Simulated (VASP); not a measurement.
Here is a VASP 6.6.1 calculation.

INCAR

```
  PREC = Accurate
  ENCUT = 520
  EDIFF = 1E-6
  ISMEAR = -1
  SIGMA = 0.08
  LREAL = False
  LASPH = True
  NELM = 100
  ALGO = Normal
  ISIF = 2
  LWAVE = False
  LCHARG = False
  GGA = CA
  NBANDS = 18
```

The input KPOINTS:

```
Automatic mesh
0
Gamma
  11 11 11
```

POSCAR

```
YHg
1.0
    3.6083600000      0.0000000000      0.0000000000
    0.0000000000      3.6083600000      0.0000000000
    0.0000000000      0.0000000000      3.6820000000
Y Hg
1 1
Direct
    0.5000000000      0.5000000000      0.5000000000
    0.0000000000      0.0000000000      0.0000000000
```

Potentials or basis: VASP PAW LDA potentials, release 64 (Y_sv, Hg).

Command:

```console
$ cat potpaw_LDA.64/Y_sv/POTCAR potpaw_LDA.64/Hg/POTCAR > POTCAR
$ mpirun -np 1 vasp_std > vasp.out
```

Question: What does it give for the pressure?

Answer: -0.3 GPa.

Question: Estimate the band gap on the k mesh.

Answer: Zero (an odd number of electrons rules out a gap without spin polarisation).

Stress tensor (GPa, compression positive):
```
-0.14  0.00  0.00
 0.00 -0.14  0.00
 0.00  0.00 -0.74
```

Caveat: the cell differs from its parent crystal (equal xx and yy strain of -2 %); spin-orbit coupling is left out, which moves the levels of the heavy elements.
